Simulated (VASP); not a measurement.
# HC16 (a cell with a defect) in VASP: single point with PBE

Aim: the single point of HC16 (a cell with a defect) with PBE.

Everything below comes from runs of VASP 6.6.1. Logs are shortened: lines on timing, memory, paths and dates and some standing lists are left out, and cuts for length are marked.

**1. The cell of the first run**

The cell holds a defect, 17 atoms: a = 5.049 Å, b = 5.049 Å, c = 5.049 Å, α = 60.00°, β = 60.00°, γ = 60.00°.

**2. Single point, PBE**

INCAR

```
SYSTEM = HC16
  PREC = Accurate
  ENCUT = 520
  EDIFF = 1E-6
  ISMEAR = 0
  SIGMA = 0.05
  LREAL = Auto
  LASPH = .TRUE.
  NELM = 60
  ALGO = Normal
  ISIF = 2
  LWAVE = .FALSE.
  LCHARG = .FALSE.
  GGA = PE
  NBANDS = 46
  NELECT = 64.0
```

KPOINTS

```
Automatic mesh
0
G
  3 3 3
  0 0 0
```

POSCAR

```
HC16
1.0
    0.0000000000      3.5700000000      3.5700000000
    3.5700000000      0.0000000000      3.5700000000
    3.5700000000      3.5700000000      0.0000000000
C H
16 1
Direct
   -0.0047029412      0.0086516807     -0.0124337535
    0.1358634454      0.1329351541      0.1280368347
    0.0061752101     -0.0017805322      0.5026421569
    0.1360443978      0.1205191877      0.6226726891
    0.0029429972      0.5008105042     -0.0045715686
    0.1359791317      0.6029343137      0.1281407563
    0.0062040616      0.4927015406      0.5027099440
    0.1334268908      0.6216532213      0.6231137255
    0.5101859944     -0.0017417367     -0.0016036415
    0.6303561625      0.1207236695      0.1280233894
    0.5099521008     -0.0061106443      0.5020100840
    0.6324651261      0.1226889356      0.6246956583
    0.5102315126      0.4929696078     -0.0015844538
    0.6305955182      0.6217952381      0.1257016807
    0.5075896359      0.4961512605      0.4998845938
    0.6324908964      0.6198936975      0.6247049020
    0.1547948179      0.8461757703      0.1523247899
```

Potentials or basis: VASP PAW PBE potentials, release 64 (C, H).

Command:

```console
$ cat potpaw_PBE.64/C/POTCAR potpaw_PBE.64/H/POTCAR > POTCAR
$ mpirun -np 1 vasp_std > vasp.out
```

OUTCAR:

```text
SYSTEM = HC16
   PREC = Accurate
   ENCUT = 520
   EDIFF = 1E-6
   ISMEAR = 0
   LREAL = Auto
   LASPH = .TRUE.
   NELM = 60
   ISIF = 2
   GGA = PE
   NELECT = 64.0

 ion  position               nearest neighbor table
   1  0.995  0.009  0.988-  17 1.16   4 1.51  10 1.51   2 1.67   6 1.67
   2  0.136  0.133  0.128-  17 1.35   5 1.52   9 1.54   3 1.55   1 1.67
   3  0.006  0.998  0.503-   4 1.53  12 1.54   2 1.55   8 1.55
   4  0.136  0.121  0.623-   1 1.51   7 1.53   3 1.53  11 1.54
   5  0.003  0.501  0.995-   2 1.52   6 1.52   8 1.54  14 1.54
   6  0.136  0.603  0.128-  17 1.35   5 1.52  13 1.54   7 1.55   1 1.67
   7  0.006  0.493  0.503-   4 1.53  16 1.54   6 1.55   8 1.55
   8  0.133  0.622  0.623-   5 1.54  15 1.54   3 1.55   7 1.55
   9  0.510  0.998  0.998-  10 1.53  12 1.54   2 1.54  14 1.55
  10  0.630  0.121  0.128-   1 1.51  13 1.53   9 1.53  11 1.54
  11  0.510  0.994  0.502-   4 1.54  10 1.54  16 1.54  12 1.54
  12  0.632  0.123  0.625-  15 1.54   9 1.54   3 1.54  11 1.54
  13  0.510  0.493  0.998-  10 1.53  16 1.54   6 1.54  14 1.55
  14  0.631  0.622  0.126-   5 1.54  15 1.54   9 1.55  13 1.55
  15  0.508  0.496  0.500-  12 1.54  16 1.54   8 1.54  14 1.54
  16  0.632  0.620  0.625-  15 1.54  13 1.54   7 1.54  11 1.54
  17  0.155  0.846  0.152-   1 1.16   6 1.35   2 1.35

  LATTYP: Found a face centered cubic cell.
 ALAT       =     7.1400000000

  Lattice vectors:

 A1 = (   0.0000000000,   3.5700000000,   3.5700000000)
 A2 = (   3.5700000000,   0.0000000000,   3.5700000000)
 A3 = (   3.5700000000,   3.5700000000,   0.0000000000)

Analysis of symmetry for initial positions (statically):
=====================================================================
 Subroutine PRICEL returns:
 Original cell was already a primitive cell.

 Routine SETGRP: Setting up the symmetry group for a
 face centered cubic supercell.

 Subroutine GETGRP returns: Found  1 space group operations
 (whereof  1 operations were pure point group operations)
 out of a pool of 48 trial point group operations.

The static configuration has the point symmetry C_1 .

Analysis of symmetry for dynamics (positions and initial velocities):
=====================================================================
 Subroutine PRICEL returns:
 Original cell was already a primitive cell.

 Routine SETGRP: Setting up the symmetry group for a
 face centered cubic supercell.

 Subroutine GETGRP returns: Found  1 space group operations
 (whereof  1 operations were pure point group operations)
 out of a pool of 48 trial point group operations.

The dynamic configuration has the point symmetry C_1 .

 Subroutine INISYM returns: Found  1 space group operations
 (whereof  1 operations are pure point group operations),
 and found     1 'primitive' translations

----------------------------------------------------------------------------------------

                                     Primitive cell

  volume of cell :      90.9986

  direct lattice vectors                    reciprocal lattice vectors
     0.000000000  3.570000000  3.570000000    -0.140056022  0.140056022  0.140056022
     3.570000000  0.000000000  3.570000000     0.140056022 -0.140056022  0.140056022
     3.570000000  3.570000000  0.000000000     0.140056022  0.140056022 -0.140056022

  length of vectors
     5.048742418  5.048742418  5.048742418     0.242584147  0.242584147  0.242584147

  position of ions in fractional coordinates (direct lattice)
     0.995297059  0.008651681  0.987566247
     0.135863445  0.132935154  0.128036835
     0.006175210  0.998219468  0.502642157
     0.136044398  0.120519188  0.622672689
     0.002942997  0.500810504  0.995428431
     0.135979132  0.602934314  0.128140756
[... 9 lines left out ...]
     0.632490896  0.619893697  0.624704902
     0.154794818  0.846175770  0.152324790

  ion indices of the primitive-cell ions
   primitive index   ion index
                 1           1
                 2           2
                 3           3
                 4           4
                 5           5
                 6           6
[... 9 lines left out ...]
                16          16
                17          17

----------------------------------------------------------------------------------------

 KPOINTS: Automatic mesh

Automatic generation of k-mesh.
 Grid dimensions read from file:
 generate k-points for:    3    3    3

 Generating k-lattice:

  Cartesian coordinates                     Fractional coordinates (reciprocal lattice)
    -0.046685341  0.046685341  0.046685341     0.333333333  0.000000000  0.000000000
     0.046685341 -0.046685341  0.046685341     0.000000000  0.333333333  0.000000000
     0.046685341  0.046685341 -0.046685341     0.000000000  0.000000000  0.333333333

  Length of vectors
     0.080861382  0.080861382  0.080861382

  Shift w.r.t. Gamma in fractional coordinates (k-lattice)
     0.000000000  0.000000000  0.000000000

 Subroutine IBZKPT returns following result:
 ===========================================

 Found     14 irreducible k-points:

 Following reciprocal coordinates:
            Coordinates               Weight
  0.000000  0.000000  0.000000      1.000000
  0.333333  0.000000  0.000000      2.000000
  0.000000  0.333333  0.000000      2.000000
  0.000000  0.000000  0.333333      2.000000
  0.333333  0.333333  0.333333      2.000000
  0.333333  0.333333  0.000000      2.000000
  0.000000  0.333333  0.333333      2.000000
  0.333333  0.000000  0.333333      2.000000
 -0.333333  0.333333  0.000000      2.000000
  0.000000 -0.333333  0.333333      2.000000
  0.333333  0.000000 -0.333333      2.000000
  0.333333  0.333333 -0.333333      2.000000
 -0.333333  0.333333 -0.333333      2.000000
  0.333333 -0.333333 -0.333333      2.000000
   k-points           NKPTS =     14   k-points in BZ     NKDIM =     14   number of bands    NBANDS=     46
   number of dos      NEDOS =    301   number of ions     NIONS =     17
   total plane-waves  NPLWV =  64000
   dimension x,y,z NGX =    40 NGY =   40 NGZ =   40
   dimension x,y,z NGXF=    80 NGYF=   80 NGZF=   80
   ions per type =              16   1
   NGX,Y,Z   is equivalent  to a cutoff of  13.17, 13.17, 13.17 a.u.
   NGXF,Y,Z  is equivalent  to a cutoff of  26.34, 26.34, 26.34 a.u.
 SYSTEM =  HC16
   PREC   = accura    normal or accurate (medium, high low for compatibility)
   ISTART =      0    job   : 0-new  1-cont  2-samecut
   ICHARG =      2    charge: 1-file 2-atom 10-const
   ISPIN  =      1    spin polarized calculation?
   LNONCOLLINEAR =      F non collinear calculations
   LSORBIT =      F    spin-orbit coupling
   LASPH  =      T    aspherical Exc in radial PAW
   ENCUT  =  520.0 eV  38.22 Ry    6.18 a.u.   9.39  9.39  9.39*2*pi/ulx,y,z
   NELM   =     60;   NELMIN=  2; NELMDL= -5     # of ELM steps
   EDIFF  = 0.1E-05   stopping-criterion for ELM
   LREAL  =      T    real-space projection
   EDIFFG = 0.1E-04   stopping-criterion for IOM
   NSW    =      0    number of steps for IOM
   IBRION =     -1    ionic relax: 0-MD 1-quasi-New 2-CG
   NFREE  =      0    steps in history (QN), initial steepest desc. (CG)
   ISIF   =      2    stress and relaxation
   ISYM   =      2    0-nonsym 1-usesym 2-fastsym
   POTIM  = 0.5000    time-step for ionic-motion
   TEBEG  =    0.0;   TEEND  =   0.0 temperature during run
   PSTRESS=    0.0 pullay stress
   NELECT =      64.0000    total number of electrons
   NUPDOWN=      -1.0000    fix difference up-down
   EMIN   =  10.00;   EMAX   =-10.00  energy-range for DOS
   EFERMI =   0.00;   METHOD = LEGACY
   ISMEAR =     0;   SIGMA  =   0.05  broadening in eV -4-tet -1-fermi 0-gaus
   EFERMI_NEDOS =   21; number of points for ismear=-14 and -15
   IALGO  =     38    algorithm
   IMIX   =      4    mixing-type and parameters
     AMIX     =   0.40;   BMIX     =  1.00
     AMIX_MAG =   1.60;   BMIX_MAG =  1.00
  volume/ion in A,a.u.               =       5.35        36.12
  Fermi-wavevector in a.u.,A,eV,Ry     =   1.455872  2.751200 28.838420  2.119564
  Thomas-Fermi vector in A             =   2.572856
   LORBIT       =      0    0 simple, 1 ext, 2 COOP (PROOUT), +10 PAW based schemes
   GGA     = PE    functional components
   LHFCALC =     F    Hartree Fock is set to
   AEXX    =    0.0000 exact exchange contribution
   IVDW    =     0    specifies the selected vdW correction
   LEPSILON=     F    determine dielectric tensor
   LRPA    =     F    only Hartree local field effects (RPA)
 non-spin polarized calculation
 Gauss-broadening in eV      SIGMA  =   0.05
  energy-cutoff  :      520.00
  volume of cell :       91.00
 maximum number of plane-waves:      2453
 NGX is ok and might be reduce to    40
   NGX = 19   NGY = 19   NGZ = 19

 number of electron      64.0000001 magnetization

 Free energy of the ion-electron system (eV)
  ---------------------------------------------------
  ext. energy  EPLUGINS =         0.00000000
  ---------------------------------------------------
  free energy    TOTEN  =      -155.18537440 eV

  energy without entropy =     -155.18537440  energy(sigma->0) =     -155.18537440

 E-fermi :  10.2420     XC(G=0): -13.2460

 val. band max:        9.9706778762   @ k =   0.0000   0.0000   0.0000
 cond. band min:      12.6481993360   @ k =   0.0000   0.0000   0.0000
 fundamental gap:      2.6775214598
 Fermi energy:        10.2420282990

 k-point     1 :       0.0000    0.0000    0.0000
  band No.  band energies     occupation
      1     -11.9970      2.00000
      2      -7.0096      2.00000
      3      -5.9508      2.00000
      4      -5.9422      2.00000
      5      -5.8468      2.00000
      6      -4.7905      2.00000
[... 36 lines left out ...]
     43      17.6831      0.00000
     44      17.7123      0.00000

 k-point     2 :       0.3333    0.0000    0.0000
  band No.  band energies     occupation
      1     -11.3036      2.00000
      2      -8.9079      2.00000
      3      -6.6698      2.00000
      4      -6.0083      2.00000
      5      -5.9743      2.00000
      6      -5.2898      2.00000
[... 556 lines left out ...]
 k-point    14 :       0.3333   -0.3333   -0.3333
  band No.  band energies     occupation
      1     -10.3357      2.00000
      2      -9.1791      2.00000
      3      -8.8396      2.00000
      4      -7.0069      2.00000
      5      -6.7300      2.00000
      6      -4.5482      2.00000
[... 36 lines left out ...]
     43      19.2035      0.00000
     44      19.5075      0.00000
 [bands above 44 left out]

------------------------ aborting loop because EDIFF is reached ----------------------------------------

  FORCE on cell =-STRESS in cart. coord.  units (eV):
  Direction    XX          YY          ZZ          XY          YZ          ZX
  --------------------------------------------------------------------------------------
  -------------------------------------------------------------------------------------
  Total       -6.3313334     -6.6981232     -6.3334314     -0.0240894     -0.0143316      1.9684324
  in kB     -111.4733670   -117.9312962   -111.5103065     -0.4241326     -0.2523313     34.6574374
  external PRESSURE =    -113.6383232 kB  Pullay stress =       0.0000000 kB

 VOLUME and BASIS-vectors are now :
 -----------------------------------------------------------------------------
  energy-cutoff  :      520.00
  volume of cell :       91.00
      direct lattice vectors                 reciprocal lattice vectors
     0.000000000  3.570000000  3.570000000    -0.140056022  0.140056022  0.140056022
     3.570000000  0.000000000  3.570000000     0.140056022 -0.140056022  0.140056022
     3.570000000  3.570000000  0.000000000     0.140056022  0.140056022 -0.140056022

 POSITION                                       TOTAL-FORCE (eV/Angst)
 -----------------------------------------------------------------------------------
      3.55650      7.07882      3.58410         0.000157     -0.001121     -0.001697
      0.93167      0.94212      0.95961        -0.005174     -0.003354     -0.006735
      5.35808      1.81648      3.58569         0.001763      0.002464     -0.000447
      2.65320      2.70862      0.91593        -0.002485      0.005495      0.005414
      5.34157      3.56419      1.79840         0.007928      0.004115     -0.008678
      2.60994      0.94291      2.63792         0.005120     -0.006808      0.000413
[... 9 lines left out ...]
      4.44322      4.48819      4.47101         0.001481     -0.005610     -0.001591
      3.56465      1.09642      3.57346        -0.003861      0.023958     -0.005164
 -----------------------------------------------------------------------------------
    total drift:                                0.010236     -0.008304     -0.009671

  FREE ENERGIE OF THE ION-ELECTRON SYSTEM (eV)
  ---------------------------------------------------
  free  energy   TOTEN  =      -155.1853744017 eV

  energy  without entropy=     -155.1853744017  energy(sigma->0) =     -155.18537440
```

It took 98 s on 1 thread of Intel Xeon Platinum 8259CL at 2.50GHz (Skylake/Cascade Lake), shared host; peak memory 0.24 GiB.

Results:

```
Free energy   : -155.1854 eV
Largest force : 0.025 eV/Å
```

Forces in eV/Å, atoms in the order of the input:
```
C    0.000 -0.001 -0.002
C   -0.005 -0.003 -0.007
C    0.002  0.002  0.000
C   -0.002  0.005  0.005
C    0.008  0.004 -0.009
C    0.005 -0.007  0.000
C    0.002  0.001  0.002
C    0.002 -0.006 -0.003
C   -0.005  0.003  0.004
C   -0.001  0.001  0.000
C   -0.001  0.003  0.006
C    0.005 -0.003  0.002
C   -0.004  0.003  0.006
C   -0.001 -0.011 -0.001
C   -0.001 -0.009  0.003
C    0.001 -0.006 -0.002
H   -0.004  0.024 -0.005
```

Levels at points of the mesh, in eV from the Fermi level:
```
           k point  band 29  band 30  band 31  band 32  band 33  band 34  band 35  band 36
(0.00, 0.00, 0.00)    -2.93    -0.58    -0.54    -0.27     2.41     3.22     3.66     4.31
```

Caveat: the k points lie up to 0.51 Å⁻¹ apart; the cell carries a net charge on a neutralising background, which shifts energy and pressure; the cell is charged against a uniform background, so pressure and absolute levels hang on convention.
